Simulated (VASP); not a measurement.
# As (Pm-3m) in VASP: notebook

The runs below take As through single point, with LDA.

All numbers are computed with VASP 6.6.1; they aren't measurements. Logs are shortened: lines on timing, memory, paths and dates and some standing lists are left out, and cuts for length are marked.

### 1 The cell of the first run

It takes space group Pm-3m (No. 221, cubic). Conventional cell: a = 2.532 Å, b = 2.532 Å, c = 2.532 Å, α = 90.00°, β = 90.00°, γ = 90.00°. Within 3.3 Å of As (site symmetry m-3m) lie 6 As at 2.53 Å.

### 2 Single point, LDA (volume scaled by 0.85)

The input, INCAR:

```
SYSTEM = As
PREC = Accurate ; ENCUT = 520
EDIFF = 1E-6 ; ISMEAR = -1
SIGMA = 0.08 ; LREAL = .FALSE.
LASPH = .TRUE. ; NELM = 60
ALGO = Normal ; ISIF = 2
LWAVE = .FALSE. ; LCHARG = .TRUE.
LELF = .TRUE. ; LVHAR = .TRUE.
NBANDS = 8
```

The input, KPOINTS:

```
Automatic mesh
0
G
  15 15 15
  0 0 0
```

The input, POSCAR:

```
As
1.0
    2.5315422258      0.0000000000      0.0000000000
    0.0000000000      2.5315422258      0.0000000000
    0.0000000000      0.0000000000      2.5315422258
As
1
Direct
    0.0000000000      0.0000000000      0.0000000000
```

Potentials or basis: VASP PAW LDA potentials, release 64 (As).

Run with:

```console
$ cat potpaw_LDA.64/As/POTCAR > POTCAR
$ mpirun -np 1 vasp_std > vasp.out
```

OUTCAR:

```text
SYSTEM = As
   PREC = Accurate
   ENCUT = 520
   EDIFF = 1E-6
   ISMEAR = -1
   LREAL = .FALSE.
   LASPH = .TRUE.
   NELM = 60
   ISIF = 2

 ion  position               nearest neighbor table
   1  0.000  0.000  0.000-

  LATTYP: Found a simple cubic cell.
 ALAT       =     2.5315422258

  Lattice vectors:

 A1 = (   2.5315422258,   0.0000000000,   0.0000000000)
 A2 = (   0.0000000000,   2.5315422258,   0.0000000000)
 A3 = (   0.0000000000,   0.0000000000,   2.5315422258)

Analysis of symmetry for initial positions (statically):
=====================================================================
 Subroutine PRICEL returns:
 Original cell was already a primitive cell.

 Routine SETGRP: Setting up the symmetry group for a
 simple cubic supercell.

 Subroutine GETGRP returns: Found 48 space group operations
 (whereof 48 operations were pure point group operations)
 out of a pool of 48 trial point group operations.

The static configuration has the point symmetry O_h .

Analysis of symmetry for dynamics (positions and initial velocities):
=====================================================================
 Subroutine PRICEL returns:
 Original cell was already a primitive cell.

 Routine SETGRP: Setting up the symmetry group for a
 simple cubic supercell.

 Subroutine GETGRP returns: Found 48 space group operations
 (whereof 48 operations were pure point group operations)
 out of a pool of 48 trial point group operations.

The dynamic configuration has the point symmetry O_h .

 Subroutine INISYM returns: Found 48 space group operations
 (whereof 48 operations are pure point group operations),
 and found     1 'primitive' translations

----------------------------------------------------------------------------------------

                                     Primitive cell

  volume of cell :      16.2239

  direct lattice vectors                    reciprocal lattice vectors
     2.531542226  0.000000000  0.000000000     0.395016125  0.000000000  0.000000000
     0.000000000  2.531542226  0.000000000     0.000000000  0.395016125  0.000000000
     0.000000000  0.000000000  2.531542226     0.000000000  0.000000000  0.395016125

  length of vectors
     2.531542226  2.531542226  2.531542226     0.395016125  0.395016125  0.395016125

  position of ions in fractional coordinates (direct lattice)
     0.000000000  0.000000000  0.000000000

  ion indices of the primitive-cell ions
   primitive index   ion index
                 1           1

----------------------------------------------------------------------------------------

 KPOINTS: Automatic mesh

Automatic generation of k-mesh.
 Grid dimensions read from file:
 generate k-points for:   15   15   15

 Generating k-lattice:

  Cartesian coordinates                     Fractional coordinates (reciprocal lattice)
     0.026334408  0.000000000  0.000000000     0.066666667  0.000000000  0.000000000
     0.000000000  0.026334408  0.000000000     0.000000000  0.066666667  0.000000000
     0.000000000  0.000000000  0.026334408     0.000000000  0.000000000  0.066666667

  Length of vectors
     0.026334408  0.026334408  0.026334408

  Shift w.r.t. Gamma in fractional coordinates (k-lattice)
     0.000000000  0.000000000  0.000000000

 Subroutine IBZKPT returns following result:
 ===========================================

 Found    120 irreducible k-points:

 Following reciprocal coordinates:
            Coordinates               Weight
  0.000000  0.000000  0.000000      1.000000
  0.066667  0.000000  0.000000      6.000000
  0.133333  0.000000  0.000000      6.000000
  0.200000  0.000000  0.000000      6.000000
  0.266667  0.000000  0.000000      6.000000
  0.333333  0.000000  0.000000      6.000000
[... 16 lines left out ...]
  0.266667  0.200000  0.000000     24.000000
  0.333333  0.200000  0.000000     24.000000
 [... further k-points ...]
   k-points           NKPTS =    120   k-points in BZ     NKDIM =    120   number of bands    NBANDS=      8
   number of dos      NEDOS =    301   number of ions     NIONS =      1
   total plane-waves  NPLWV =   8000
   dimension x,y,z NGX =    20 NGY =   20 NGZ =   20
   dimension x,y,z NGXF=    40 NGYF=   40 NGZF=   40
   ions per type =               1
   NGX,Y,Z   is equivalent  to a cutoff of  13.13, 13.13, 13.13 a.u.
   NGXF,Y,Z  is equivalent  to a cutoff of  26.27, 26.27, 26.27 a.u.
 SYSTEM =  As
   PREC   = accura    normal or accurate (medium, high low for compatibility)
   ISTART =      0    job   : 0-new  1-cont  2-samecut
   ICHARG =      2    charge: 1-file 2-atom 10-const
   ISPIN  =      1    spin polarized calculation?
   LNONCOLLINEAR =      F non collinear calculations
   LSORBIT =      F    spin-orbit coupling
   LASPH  =      T    aspherical Exc in radial PAW
   ENCUT  =  520.0 eV  38.22 Ry    6.18 a.u.   4.71  4.71  4.71*2*pi/ulx,y,z
   NELM   =     60;   NELMIN=  2; NELMDL= -5     # of ELM steps
   EDIFF  = 0.1E-05   stopping-criterion for ELM
   LREAL  =      F    real-space projection
   EDIFFG = 0.1E-04   stopping-criterion for IOM
   NSW    =      0    number of steps for IOM
   IBRION =     -1    ionic relax: 0-MD 1-quasi-New 2-CG
   NFREE  =      0    steps in history (QN), initial steepest desc. (CG)
   ISIF   =      2    stress and relaxation
   ISYM   =      2    0-nonsym 1-usesym 2-fastsym
   POTIM  = 0.5000    time-step for ionic-motion
   TEBEG  =    0.0;   TEEND  =   0.0 temperature during run
   PSTRESS=    0.0 pullay stress
   NELECT =       5.0000    total number of electrons
   NUPDOWN=      -1.0000    fix difference up-down
   EMIN   =  10.00;   EMAX   =-10.00  energy-range for DOS
   EFERMI =   0.00;   METHOD = LEGACY
   ISMEAR =    -1;   SIGMA  =   0.08  broadening in eV -4-tet -1-fermi 0-gaus
   EFERMI_NEDOS =   21; number of points for ismear=-14 and -15
   IALGO  =     38    algorithm
   IMIX   =      4    mixing-type and parameters
     AMIX     =   0.40;   BMIX     =  1.00
     AMIX_MAG =   1.60;   BMIX_MAG =  1.00
  volume/ion in A,a.u.               =      16.22       109.48
  Fermi-wavevector in a.u.,A,eV,Ry     =   1.105808  2.089674 16.637353  1.222811
  Thomas-Fermi vector in A             =   2.242300
   LORBIT       =      0    0 simple, 1 ext, 2 COOP (PROOUT), +10 PAW based schemes
   GGA     = CA    functional components
   LHFCALC =     F    Hartree Fock is set to
   AEXX    =    0.0000 exact exchange contribution
   IVDW    =     0    specifies the selected vdW correction
   LEPSILON=     F    determine dielectric tensor
   LRPA    =     F    only Hartree local field effects (RPA)
 non-spin polarized calculation
  energy-cutoff  :      520.00
  volume of cell :       16.22
 maximum number of plane-waves:       461
 NGX is ok and might be reduce to    20
   NGX =  9   NGY =  9   NGZ =  9

 number of electron       5.0000002 magnetization

 Free energy of the ion-electron system (eV)
  ---------------------------------------------------
  ext. energy  EPLUGINS =         0.00000000
  ---------------------------------------------------
  free energy    TOTEN  =        -5.14409004 eV

  energy without entropy =       -5.13575944  energy(sigma->0) =       -5.13992474

 E-fermi :   8.5815     XC(G=0): -11.4456

 val. band max:        8.5673092879   @ k =   0.2000   0.2000   0.0667
 cond. band min:       8.7030427017   @ k =   0.4667   0.2667   0.1333
 fundamental gap:      0.1357334138
 Fermi energy:         8.5814663643

 k-point     1 :       0.0000    0.0000    0.0000
  band No.  band energies     occupation
      1      -8.4961      2.00000
      2      13.3681      0.00000
      3      13.3681      0.00000
      4      13.3681      0.00000
      5      17.2610      0.00000
      6      17.2610      0.00000
      7      20.7439      0.00000
      8      36.0402      0.00000

 k-point     2 :       0.0667    0.0000    0.0000
  band No.  band energies     occupation
      1      -8.3979      2.00000
      2      11.9592      0.00000
      3      13.4596      0.00000
      4      13.4596      0.00000
      5      17.3449      0.00000
      6      18.3707      0.00000
      7      21.2762      0.00000
      8      34.5517      0.00000

 k-point     3 :       0.1333    0.0000    0.0000
  band No.  band energies     occupation
      1      -8.1042      2.00000
      2       9.5755      0.00001
      3      13.7298      0.00000
      4      13.7298      0.00000
      5      17.5949      0.00000
      6      19.5146      0.00000
      7      23.1974      0.00000
      8      32.2996      0.00000

 k-point     4 :       0.2000    0.0000    0.0000
  band No.  band energies     occupation
      1      -7.6195      2.00000
      2       7.1628      2.00000
      3      14.1637      0.00000
      4      14.1637      0.00000
      5      18.0040      0.00000
      6      20.2211      0.00000
      7      25.9374      0.00000
      8      30.1209      0.00000

 k-point     5 :       0.2667    0.0000    0.0000
  band No.  band energies     occupation
      1      -6.9543      2.00000
      2       4.8953      2.00000
      3      14.7314      0.00000
      4      14.7314      0.00000
      5      18.5564      0.00000
      6      20.9245      0.00000
      7      28.1357      0.00000
      8      28.1357      0.00000
[... 177 lines left out ...]
 k-point    22 :       0.2000    0.2000    0.0000
  band No.  band energies     occupation
      1      -6.7432      2.00000
      2       7.5418      2.00000
      3       8.4901      1.51612
      4      14.9578      0.00000
      5      19.7811      0.00000
      6      23.0254      0.00000
      7      26.1195      0.00000
      8      27.8713      0.00000

 k-point    23 :       0.2667    0.2000    0.0000
  band No.  band energies     occupation
      1      -6.0782      2.00000
      2       5.6666      2.00000
      3       8.7138      0.32111
      4      15.5241      0.00000
      5      19.9493      0.00000
      6      21.5731      0.00000
      7      27.3151      0.00000
      8      28.8504      0.00000

 k-point    24 :       0.3333    0.2000    0.0000
  band No.  band energies     occupation
      1      -5.2593      2.00000
      2       3.6612      2.00000
      3       9.3957      0.00008
      4      16.1665      0.00000
      5      18.8372      0.00000
      6      21.6727      0.00000
      7      27.1541      0.00000
      8      27.5401      0.00000

 [... further k-points ...]
[... 5 lines left out ...]
  --------------------------------------------------------------------------------------
  -------------------------------------------------------------------------------------
  Total        2.3241757      2.3241757      2.3241757      0.0000000     -0.0000000      0.0000000
  in kB      229.5218376    229.5218376    229.5218376      0.0000000     -0.0000000      0.0000000
  external PRESSURE =     229.5218376 kB  Pullay stress =       0.0000000 kB

 VOLUME and BASIS-vectors are now :
 -----------------------------------------------------------------------------
  energy-cutoff  :      520.00
  volume of cell :       16.22
      direct lattice vectors                 reciprocal lattice vectors
     2.531542226  0.000000000  0.000000000     0.395016125  0.000000000  0.000000000
     0.000000000  2.531542226  0.000000000     0.000000000  0.395016125  0.000000000
     0.000000000  0.000000000  2.531542226     0.000000000  0.000000000  0.395016125

 POSITION                                       TOTAL-FORCE (eV/Angst)
 -----------------------------------------------------------------------------------
      0.00000      0.00000      0.00000         0.000000      0.000000      0.000000
 -----------------------------------------------------------------------------------
    total drift:                                0.000000     -0.000000      0.000000

  FREE ENERGIE OF THE ION-ELECTRON SYSTEM (eV)
  ---------------------------------------------------
  free  energy   TOTEN  =        -5.1440900386 eV

  energy  without entropy=       -5.1357594418  energy(sigma->0) =       -5.13992474
```

Run time: 3.9 s. Hardware: 1 thread of Intel Xeon 6975P-C (Granite Rapids), shared host; peak memory 0.12 GiB.

What came out:

| Property | Result |
| --- | --- |
| Free energy | -5.1441 eV |
| Pressure | 23.0 GPa |

### 3 Single point, LDA (volume scaled by 0.85, level accurate)

The input, INCAR:

```
PREC = Accurate
ENCUT = 520
EDIFF = 1E-6
ISMEAR = -1
SIGMA = 0.08
LREAL = F
LASPH = T
NELM = 80
ALGO = Normal
ISIF = 2
LWAVE = F
LCHARG = F
NBANDS = 8
```

The input, KPOINTS:

```
regular mesh
0
Gamma
  15 15 15
```

POSCAR is that of step 2.

Potentials or basis: VASP PAW LDA potentials, release 64 (As).

Run with:

```console
$ cat potpaw_LDA.64/As/POTCAR > POTCAR
$ mpirun -np 1 vasp_std > vasp.out
```

Run time: 3.7 s. Hardware: 1 thread of Intel Xeon 6975P-C (Granite Rapids), shared host; peak memory 0.12 GiB.

The run converged. Its results:

```
Free energy : -5.1441 eV
Pressure    : 23.0 GPa
```

Levels at points of the mesh, in eV from the Fermi level:
| k point | band 1 | band 2 | band 3 | band 4 | band 5 |
| --- | --- | --- | --- | --- | --- |
| (0.00, 0.00, 0.00) | -17.08 | 4.79 | 4.79 | 4.79 | 8.68 |

(Continued in part 2 of 3.)
